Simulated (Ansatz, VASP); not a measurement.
Two plane-wave programs on HgTe

INCAR

```
  ALGO = Normal
  EDIFF = 1E-6
  EDIFFG = -0.01
  ENCUT = 600
  GGA = PS
  IBRION = 2
  ISIF = 3
  ISMEAR = -1
  IVDW = 12
  LASPH = True
  LCHARG = False
  LREAL = False
  LWAVE = False
  NELM = 100
  NSW = 60
  PREC = Accurate
  SIGMA = 0.05
```

File KPOINTS:

```
k-points
0
Gamma
  6 6 6
```

POSCAR

```
HgTe
1.0
   -3.0456030000      3.0456030000      1.5594100000
    3.0456030000     -3.0456030000      1.5594100000
    3.0456030000      3.0456030000     -1.5594100000
Hg Te
1 1
Direct
    0.2500000000      0.7500000000      0.5000000000
    0.0000000000      0.0000000000      0.0000000000
```

Input for Ansatz:

```yaml
crystal:
  lattice:
    - [-3.045603, 3.045603, 1.55941]
    - [3.045603, -3.045603, 1.55941]
    - [3.045603, 3.045603, -1.55941]
  atoms:
    - { symbol: Hg, position: [0.25, 0.75, 0.5] }
    - { symbol: Te, position: [0.0, 0.0, 0.0] }
kpoints:
  mp_grid:
    grid: [6, 6, 6]
hamiltonian:
  xc: pbesol
  dispersion: d3bj
scf:
  occupations:
    method: fermi_dirac
    width: 0.05
relax:
  max_steps: 40
  cell: {}
```

Alike in both runs: task relaxation of cell and atoms; functional PBEsol; dispersion D3(BJ); k mesh 6 × 6 × 6; occupations fermi-dirac, width 0.05 eV; no spin polarisation.

|  | VASP | Ansatz |
| --- | --- | --- |
| version | VASP 6.6.1 | Ansatz 0.2.0 |
| potentials or method | VASP PAW PBE potentials, release 64 (Hg, Te) | plane waves, PAW |
| plane-wave cutoff (eV) | 600 | 420 |
| valence electrons in the cell | 18 | 36 |

|  | VASP | Ansatz | Ansatz less VASP |
| --- | --- | --- | --- |
| relaxed volume (Å³/atom) | 25.83 | 25.74 | -0.090 |
| relaxed cell length with the largest relative difference (Å) | 4.295 | 4.286 | -0.0091 |

VASP's potentials were made for PBE, not for PBEsol. VASP's potentials hold 18 valence electrons a cell and Ansatz's 36, so a difference there can come from the potentials and not from the codes.

The k mesh is coarse, so the values compare programs but aren't converged. Spin-orbit coupling is off throughout.
